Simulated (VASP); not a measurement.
**ZnS: single point with LDA**

Crystal: ZnS.

```
Zn S
1.0
     0.00000    2.69368    2.69368
     2.69368    0.00000    2.69368
     2.69368    2.69368    0.00000
Zn S
1 1
Direct
  0.00000 0.00000 0.00000
  0.75000 0.75000 0.75000
```

```
Program                : VASP 6.6.1
Task                   : single point
Functional             : LDA
Potentials or basis    : VASP PAW LDA potentials, release 64 (Zn, S)
Cutoff                 : 520 eV
k mesh                 : 6 × 6 × 6
Occupations            : gaussian, width 0.1 eV
Spin                   : no spin polarisation
Dipole correction      : no
Further INCAR settings : ALGO = Normal; EDIFF = 1e-06; NBANDS = 16
```

| Quantity | Value |
| --- | --- |
| Pressure | -3.7 GPa |
| Band gap on the k mesh | 1.93 eV |

Levels at points of the mesh, in eV from the valence-band top:
```tsv
k point	band 6	band 7	band 8	band 9	band 10	band 11	band 12	band 13
(0.00, 0.00, 0.00)	-6.04	0.00	0.00	0.00	1.93	6.25	6.25	6.25
(0.50, 0.00, 0.00)	-5.83	-5.44	-0.89	-0.89	3.13	6.79	6.79	8.66
(0.50, 0.50, 0.00)	-5.82	-4.70	-2.28	-2.28	3.17	3.90	10.78	11.84
```

It took 7.6 s on 1 thread of Intel(R) Xeon(R) Platinum 8488C (Sapphire Rapids) (shared host), peak memory 0.14 GiB.

Caveat: the cell stands under tension.
